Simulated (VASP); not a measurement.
# C in VASP: a series of runs

Runs on C. Level: PBE+D3(BJ). Tasks: single point.

Everything below comes from runs of VASP 6.6.1. Logs are shortened: lines on timing, memory, paths and dates and some standing lists are left out, and cuts for length are marked.

## (1) The cell of the first run

The cell holds a slab with vacuum, 4 atoms: a = 2.527 Å, b = 2.527 Å, c = 23.922 Å, α = 90.00°, β = 90.00°, γ = 120.00°.

## (2) Single point, PBE+D3(BJ) (strain +0.0250 x Voigt [1, 1, 0, 0, 0, 0])

INCAR reads:

```
ALGO = Normal
EDIFF = 1E-6
ENCUT = 600
GGA = PE
GGA_COMPAT = False
ISIF = 2
ISMEAR = 0
IVDW = 12
LASPH = True
LCHARG = False
LREAL = False
LWAVE = False
NBANDS = 16
NELM = 120
PREC = Accurate
SIGMA = 0.15
```

KPOINTS reads:

```
k-points
0
Gamma
  24 24 2
```

POSCAR reads:

```
C
1.0
    2.5268995525      0.0000000000      0.0000000000
   -1.2634497762      2.1883592053      0.0000000000
    0.0000000000      0.0000000000     23.9222939139
C
4
Direct
    0.0000000000      0.0000000000      0.5711557753
    0.0000000000      0.0000000000      0.4288442247
    0.3333333333      0.6666666667      0.4288237756
    0.6666666667      0.3333333333      0.5711762244
```

Potentials or basis: VASP PAW PBE potentials, release 64 (C).

Launch:

```console
$ cat potpaw_PBE.64/C/POTCAR > POTCAR
$ mpirun -np 1 vasp_std > vasp.out
```

OUTCAR:

```text
EDIFF = 1E-6
   ENCUT = 600
   GGA = PE
   ISIF = 2
   ISMEAR = 0
   IVDW = 12
   LASPH = True
   LREAL = False
   NELM = 120
   PREC = Accurate
 IVDW          = 12

 ion  position               nearest neighbor table
   1  0.000  0.000  0.571-   4 1.46   4 1.46   4 1.46
   2  0.000  0.000  0.429-   3 1.46   3 1.46   3 1.46
   3  0.333  0.667  0.429-   2 1.46   2 1.46   2 1.46
   4  0.667  0.333  0.571-   1 1.46   1 1.46   1 1.46

  LATTYP: Found a hexagonal cell.
 ALAT       =     2.5268995525
 C/A-ratio  =     9.4670537617

  Lattice vectors:

 A1 = (   2.5268995525,   0.0000000000,   0.0000000000)
 A2 = (  -1.2634497762,   2.1883592053,   0.0000000000)
 A3 = (   0.0000000000,   0.0000000000,  23.9222939139)

Analysis of symmetry for initial positions (statically):
=====================================================================
 Subroutine PRICEL returns:
 Original cell was already a primitive cell.

 Routine SETGRP: Setting up the symmetry group for a
 hexagonal supercell.

 Subroutine GETGRP returns: Found 12 space group operations
 (whereof 12 operations were pure point group operations)
 out of a pool of 24 trial point group operations.

The static configuration has the point symmetry D_3d.

Analysis of symmetry for dynamics (positions and initial velocities):
=====================================================================
 Subroutine PRICEL returns:
 Original cell was already a primitive cell.

 Routine SETGRP: Setting up the symmetry group for a
 hexagonal supercell.

 Subroutine GETGRP returns: Found 12 space group operations
 (whereof 12 operations were pure point group operations)
 out of a pool of 24 trial point group operations.

The dynamic configuration has the point symmetry D_3d.

 Subroutine INISYM returns: Found 12 space group operations
 (whereof 12 operations are pure point group operations),
 and found     1 'primitive' translations

----------------------------------------------------------------------------------------

                                     Primitive cell

  volume of cell :     132.2846

  direct lattice vectors                    reciprocal lattice vectors
     2.526899553  0.000000000  0.000000000     0.395741888  0.228481686  0.000000000
    -1.263449776  2.188359205  0.000000000     0.000000000  0.456963371  0.000000000
[... 89 lines left out ...]
   EDIFF  = 0.1E-05   stopping-criterion for ELM
   LREAL  =      F    real-space projection
   EDIFFG = 0.1E-04   stopping-criterion for IOM
   NSW    =      0    number of steps for IOM
   IBRION =     -1    ionic relax: 0-MD 1-quasi-New 2-CG
   NFREE  =      0    steps in history (QN), initial steepest desc. (CG)
   ISIF   =      2    stress and relaxation
   ISYM   =      2    0-nonsym 1-usesym 2-fastsym
   POTIM  = 0.5000    time-step for ionic-motion
   TEBEG  =    0.0;   TEEND  =   0.0 temperature during run
   PSTRESS=    0.0 pullay stress
   NELECT =      16.0000    total number of electrons
   NUPDOWN=      -1.0000    fix difference up-down
   EMIN   =  10.00;   EMAX   =-10.00  energy-range for DOS
   EFERMI =   0.00;   METHOD = LEGACY
   ISMEAR =     0;   SIGMA  =   0.15  broadening in eV -4-tet -1-fermi 0-gaus
   EFERMI_NEDOS =   21; number of points for ismear=-14 and -15
   IALGO  =     38    algorithm
   IMIX   =      4    mixing-type and parameters
     AMIX     =   0.40;   BMIX     =  1.00
     AMIX_MAG =   1.60;   BMIX_MAG =  1.00
  volume/ion in A,a.u.               =      33.07       223.18
  Fermi-wavevector in a.u.,A,eV,Ry     =   0.809615  1.529950  8.918291  0.655476
  Thomas-Fermi vector in A             =   1.918638
   LORBIT       =      0    0 simple, 1 ext, 2 COOP (PROOUT), +10 PAW based schemes
   GGA     = PE    functional components
   LHFCALC =     F    Hartree Fock is set to
   AEXX    =    0.0000 exact exchange contribution
   IVDW    =    12    specifies the selected vdW correction
   LEPSILON=     F    determine dielectric tensor
   LRPA    =     F    only Hartree local field effects (RPA)
 non-spin polarized calculation
 Gauss-broadening in eV      SIGMA  =   0.15
  energy-cutoff  :      600.00
  volume of cell :      132.28
 maximum number of plane-waves:      4473
   NGX = 11   NGY = 11   NGZ = 95

 number of electron      15.9999999 magnetization

 Free energy of the ion-electron system (eV)
  ---------------------------------------------------
  ext. energy  EPLUGINS =         0.00000000
  ---------------------------------------------------
  free energy    TOTEN  =       -36.74241137 eV

  energy without entropy =      -36.74181693  energy(sigma->0) =      -36.74211415

 E-fermi :  -2.0316     XC(G=0):  -3.2489

 val. band max:       -2.0316829115   @ k =   0.3333   0.3333   0.5000
 cond. band min:      -1.7045415105   @ k =   0.3333   0.3333   0.0000
 fundamental gap:      0.3271414010
 Fermi energy:        -2.0315965612

 k-point     1 :       0.0000    0.0000    0.0000
  band No.  band energies     occupation
      1     -21.0290      2.00000
      2     -20.8900      2.00000
      3      -9.6082      2.00000
      4      -8.6820      2.00000
      5      -5.0849      2.00000
      6      -5.0849      2.00000
[... 433 lines left out ...]
      3     -14.6581      2.00000
      4     -14.5982      2.00000
      5      -8.3707      2.00000
      6      -8.3420      2.00000
[... 8 lines left out ...]
     15       9.6575      0.00000
     16       9.7031      0.00000

 [... further k-points ...]

------------------------ aborting loop because EDIFF is reached ----------------------------------------

 Edisp (eV)   -0.46388

 E8    (eV) :    -0.1388

  FORCE on cell =-STRESS in cart. coord.  units (eV):
  Direction    XX          YY          ZZ          XY          YZ          ZX
  --------------------------------------------------------------------------------------
  -------------------------------------------------------------------------------------
  Total      -6.53400    -6.53400    -0.04802    -0.00000     0.00000     0.00000
  in kB     -79.13710   -79.13710    -0.58164    -0.00000     0.00000     0.00000
  external pressure =      -52.95 kB  Pullay stress =        0.00 kB

 VOLUME and BASIS-vectors are now :
 -----------------------------------------------------------------------------
  energy-cutoff  :      600.00
  volume of cell :      132.28
      direct lattice vectors                 reciprocal lattice vectors
     2.526899553  0.000000000  0.000000000     0.395741888  0.228481686  0.000000000
    -1.263449776  2.188359205  0.000000000     0.000000000  0.456963371  0.000000000
     0.000000000  0.000000000 23.922293914     0.000000000  0.000000000  0.041802011

 POSITION                                       TOTAL-FORCE (eV/Angst)
 -----------------------------------------------------------------------------------
      0.00000      0.00000     13.66336        -0.000000      0.000000      0.003606
      0.00000      0.00000     10.25894         0.000000     -0.000000     -0.003606
     -0.00000      1.45891     10.25845         0.000000      0.000000     -0.003180
      1.26345      0.72945     13.66385         0.000000      0.000000      0.003180
 -----------------------------------------------------------------------------------
    total drift:                                0.000000     -0.000000      0.000000

  FREE ENERGIE OF THE ION-ELECTRON SYSTEM (eV)
  ---------------------------------------------------
  free  energy   TOTEN  =       -37.2062946621 eV

  energy  without entropy=      -37.2057002251  energy(sigma->0) =      -37.20599744
```

stdout:

```text
POSCAR found type information on POSCAR C
 POSCAR found :  1 types and       4 ions
 scaLAPACK will be used
 LDA part: xc-table for (Slater+PW92), standard interpolation
 POSCAR, INCAR and KPOINTS ok, starting setup
 FFT: planning ... GRIDC
 FFT: planning ... GRID_SOFT
 FFT: planning ... GRID
 WAVECAR not read
 entering main loop
```

It took 3 min on 1 thread of AMD EPYC 9R45 (Zen 5), shared host; peak memory 0.38 GiB.

Results:

* Free energy: -37.2063 eV
* Largest force: 0.004 eV/Å
* Band gap on the k mesh: zero (filled and empty bands touch)
* Dispersion energy per atom: -0.116 eV

Forces in eV/Å, atoms in the order of the input:
```
C    0.000  0.000  0.004
C    0.000  0.000 -0.004
C    0.000  0.000 -0.003
C    0.000  0.000  0.003
```

Caveat: the cell differs from its parent crystal (strain +0.0250 x Voigt [1, 1, 0, 0, 0, 0]); there is no dipole correction, which matters where the two faces differ.

## (3) Single point, PBE+D3(BJ) (strain +0.0500 x Voigt [1, 1, 0, 0, 0, 0])

INCAR reads:

```
SYSTEM = C
ALGO = Normal
EDIFF = 1E-6
ENCUT = 600
GGA = PE
GGA_COMPAT = .False.
ISIF = 2
ISMEAR = 0
IVDW = 12
LASPH = .True.
LCHARG = .False.
LREAL = .False.
LWAVE = .False.
NBANDS = 16
NELM = 120
PREC = Accurate
SIGMA = 0.15
```

KPOINTS reads:

```
k-points
0
Gamma
  24 24 2
  0 0 0
```

Changes to POSCAR since step 2:

```diff
@@ -2,4 +2,4 @@
 1.0
-    2.5268995525      0.0000000000      0.0000000000
-   -1.2634497762      2.1883592053      0.0000000000
+    2.5885312489      0.0000000000      0.0000000000
+   -1.2942656244      2.2417338200      0.0000000000
     0.0000000000      0.0000000000     23.9222939139
```

Potentials or basis: VASP PAW PBE potentials, release 64 (C).

Launch:

```console
$ cat potpaw_PBE.64/C/POTCAR > POTCAR
$ mpirun -np 1 vasp_std > vasp.out
```

It took 4.4 min on 1 thread of AMD EPYC 9R45 (Zen 5), shared host; peak memory 0.44 GiB.

The run converged. Its results:

```
Free energy                : -36.7591 eV
Largest force              : 0.008 eV/Å
Band gap on the k mesh     : zero (filled and empty bands touch)
Dispersion energy per atom : -0.112 eV
```

Forces on the atoms (eV/Å):
```
C    0.000  0.000  0.006
C    0.000  0.000 -0.006
C    0.000  0.000 -0.008
C    0.000  0.000  0.008
```

Levels at points of the mesh, in eV from the Fermi level:
```tsv
k point	band 5	band 6	band 7	band 8	band 9	band 10	band 11	band 12
(0.00, 0.00, 0.00)	-3.06	-3.06	-3.05	-3.05	3.86	4.21	4.73	5.48
(0.50, 0.00, 0.00)	-6.01	-5.98	-2.27	-1.92	1.49	1.78	5.93	6.10
(0.00, 0.00, 0.50)	-3.06	-3.06	-3.05	-3.05	3.87	4.19	4.80	5.30
(0.50, 0.00, 0.50)	-6.01	-5.98	-2.27	-1.92	1.49	1.78	5.93	6.10
```

Caveat: the cell differs from its parent crystal (strain +0.0500 x Voigt [1, 1, 0, 0, 0, 0]); there is no dipole correction, which matters where the two faces differ.

## (4) Single point, PBE+D3(BJ) (strain +0.0750 x Voigt [1, 1, 0, 0, 0, 0])

INCAR reads:

```
SYSTEM = C
PREC = Accurate ; ENCUT = 600
EDIFF = 1E-6 ; ISMEAR = 0
SIGMA = 0.15 ; LREAL = .FALSE.
LASPH = .TRUE. ; NELM = 120
ALGO = Normal ; ISIF = 2
LWAVE = .FALSE. ; LCHARG = .FALSE.
GGA = PE ; IVDW = 12
NBANDS = 16 ; GGA_COMPAT = .FALSE.
```

KPOINTS reads:

```
regular mesh
0
G
  24 24 2
  0 0 0
```

Changes to POSCAR since step 3:

```diff
@@ -2,4 +2,4 @@
 1.0
-    2.5885312489      0.0000000000      0.0000000000
-   -1.2942656244      2.2417338200      0.0000000000
+    2.6501629453      0.0000000000      0.0000000000
+   -1.3250814726      2.2951084348      0.0000000000
     0.0000000000      0.0000000000     23.9222939139
```

Launch:

```console
$ cat potpaw_PBE.64/C/POTCAR > POTCAR
$ mpirun -np 1 vasp_std > vasp.out
```

Run time: 7.8 min. Hardware: 1 thread of Oxide Virtual Turin-like, shared host; peak memory 0.45 GiB.

It converged, with:

| Item | Value |
| --- | --- |
| Free energy | -36.0797 eV |
| Largest force | 0.014 eV/Å |
| Band gap on the k mesh | zero (filled and empty bands touch) |
| Dispersion energy per atom | -0.108 eV |

Forces in eV/Å, atoms in the order of the input:
```
C    0.000  0.000  0.007
C    0.000  0.000 -0.007
C    0.000  0.000 -0.014
C    0.000  0.000  0.014
```

Levels at points of the mesh, in eV from the Fermi level:
| k point | band 6 | band 7 | band 8 | band 9 | band 10 | band 11 |
| --- | --- | --- | --- | --- | --- | --- |
| (0.00, 0.00, 0.00) | -3.05 | -3.04 | -3.04 | 4.05 | 4.39 | 4.91 |
| (0.50, 0.00, 0.00) | -5.78 | -2.16 | -1.80 | 1.45 | 1.73 | 5.31 |
| (0.00, 0.00, 0.50) | -3.05 | -3.04 | -3.04 | 4.06 | 4.37 | 4.98 |
| (0.50, 0.00, 0.50) | -5.78 | -2.16 | -1.80 | 1.45 | 1.73 | 5.31 |

Caveat: the cell differs from its parent crystal (strain +0.0750 x Voigt [1, 1, 0, 0, 0, 0]); there is no dipole correction, which matters where the two faces differ.

## (5) Single point, PBE+D3(BJ) (strain +0.0875 x Voigt [1, 1, 0, 0, 0, 0])

INCAR reads:

```
PREC = Accurate
ENCUT = 600
EDIFF = 1E-6
ISMEAR = 0
SIGMA = 0.15
LREAL = F
LASPH = T
NELM = 120
ALGO = Normal
ISIF = 2
LWAVE = F
LCHARG = F
GGA = PE
IVDW = 12
NBANDS = 16
GGA_COMPAT = F
```

KPOINTS reads:

```
regular mesh
0
Gamma
  24 24 2
```

Changes to POSCAR since step 4:

```diff
@@ -2,4 +2,4 @@
 1.0
-    2.6501629453      0.0000000000      0.0000000000
-   -1.3250814726      2.2951084348      0.0000000000
+    2.6809787935      0.0000000000      0.0000000000
+   -1.3404893967      2.3217957422      0.0000000000
     0.0000000000      0.0000000000     23.9222939139
```

Launch:

```console
$ cat potpaw_PBE.64/C/POTCAR > POTCAR
$ mpirun -np 1 vasp_std > vasp.out
```

It took 13 min on 1 thread of Oxide Virtual Turin-like, shared host; peak memory 0.46 GiB.

It converged, with:

| Item | Value |
| --- | --- |
| Free energy | -35.6680 eV |
| Largest force | 0.016 eV/Å |
| Band gap on the k mesh | zero (filled and empty bands touch) |
| Dispersion energy per atom | -0.105 eV |

Forces on the atoms (eV/Å):
```
C    0.000  0.000  0.008
C    0.000  0.000 -0.008
C    0.000  0.000 -0.016
C    0.000  0.000  0.016
```

Levels at points of the mesh, in eV from the Fermi level:
| k point | band 6 | band 7 | band 8 | band 9 | band 10 | band 11 |
| --- | --- | --- | --- | --- | --- | --- |
| (0.00, 0.00, 0.00) | -3.05 | -3.03 | -3.03 | 4.14 | 4.47 | 5.02 |
| (0.50, 0.00, 0.00) | -5.68 | -2.10 | -1.74 | 1.43 | 1.70 | 5.02 |
| (0.00, 0.00, 0.50) | -3.05 | -3.03 | -3.03 | 4.14 | 4.45 | 5.09 |
| (0.50, 0.00, 0.50) | -5.68 | -2.10 | -1.74 | 1.43 | 1.70 | 5.02 |

Caveat: the cell differs from its parent crystal (strain +0.0875 x Voigt [1, 1, 0, 0, 0, 0]); there is no dipole correction, which matters where the two faces differ.

## (6) Single point, PBE+D3(BJ) (strain +0.1000 x Voigt [1, 1, 0, 0, 0, 0])

INCAR reads:

```
SYSTEM = C
PREC = Accurate
ENCUT = 600
EDIFF = 1E-6
ISMEAR = 0
SIGMA = 0.15
LREAL = .FALSE.
LASPH = .TRUE.
NELM = 120
ALGO = Normal
ISIF = 2
LWAVE = .FALSE.
LCHARG = .FALSE.
GGA = PE
IVDW = 12
NBANDS = 16
GGA_COMPAT = .FALSE.
```

KPOINTS reads:

```
regular mesh
0
G
  24 24 2
  0 0 0
```

Changes to POSCAR since step 5:

```diff
@@ -2,4 +2,4 @@
 1.0
-    2.6809787935      0.0000000000      0.0000000000
-   -1.3404893967      2.3217957422      0.0000000000
+    2.7117946417      0.0000000000      0.0000000000
+   -1.3558973208      2.3484830496      0.0000000000
     0.0000000000      0.0000000000     23.9222939139
```

Potentials or basis: VASP PAW PBE potentials, release 64 (C).

Launch:

```console
$ cat potpaw_PBE.64/C/POTCAR > POTCAR
$ mpirun -np 1 vasp_std > vasp.out
```

Wall time 11 min (1 thread of Oxide Virtual Turin-like, shared host); peak memory 0.46 GiB.

The run converged. Its results:

- Free energy: -35.2153 eV
- Largest force: 0.019 eV/Å
- Band gap on the k mesh: zero (filled and empty bands touch)
- Dispersion energy per atom: -0.103 eV

Forces in eV/Å, atoms in the order of the input:
```
C    0.000  0.000  0.009
C    0.000  0.000 -0.009
C    0.000  0.000 -0.019
C    0.000  0.000  0.019
```

Levels at points of the mesh, in eV from the Fermi level:
```
           k point  band 5  band 6  band 7  band 8  band 9  band 10  band 11  band 12
(0.00, 0.00, 0.00)   -3.04   -3.04   -3.02   -3.02    4.23     4.55     5.10     5.85
(0.50, 0.00, 0.00)   -5.62   -5.59   -2.05   -1.68    1.41     1.67     4.73     4.91
(0.00, 0.00, 0.50)   -3.04   -3.04   -3.02   -3.02    4.23     4.53     5.17     5.67
(0.50, 0.00, 0.50)   -5.62   -5.59   -2.05   -1.68    1.41     1.67     4.73     4.91
```

Caveat: the cell differs from its parent crystal (strain +0.1000 x Voigt [1, 1, 0, 0, 0, 0]); there is no dipole correction, which matters where the two faces differ.

## (7) The runs side by side

| cell | gap on the mesh (eV) | largest force (eV/Å) |
| --- | --- | --- |
| a = 2.527, b = 2.527, c = 23.922 Å, angles 90.0, 90.0, 120.0°, 4 atoms | none | - |
| a = 2.589, b = 2.589, c = 23.922 Å, angles 90.0, 90.0, 120.0°, 4 atoms | none | 0.01 |
| a = 2.650, b = 2.650, c = 23.922 Å, angles 90.0, 90.0, 120.0°, 4 atoms | none | 0.01 |
| a = 2.681, b = 2.681, c = 23.922 Å, angles 90.0, 90.0, 120.0°, 4 atoms | none | 0.02 |
| a = 2.712, b = 2.712, c = 23.922 Å, angles 90.0, 90.0, 120.0°, 4 atoms | none | 0.02 |

Alike in all rows: task single point; level PBE+D3(BJ); potentials or basis VASP PAW PBE potentials, release 64 (C); no spin polarisation; k mesh 24 × 24 × 2; cutoff (eV) 600; smearing gaussian 0.15 eV.

Caveats: there is no dipole correction, which matters where the two faces differ.

Total energies depend on the potentials used, so only differences within one code and one set of settings carry meaning.

The gap in the log of VASP goes by the Fermi energy; the results here count the filled bands.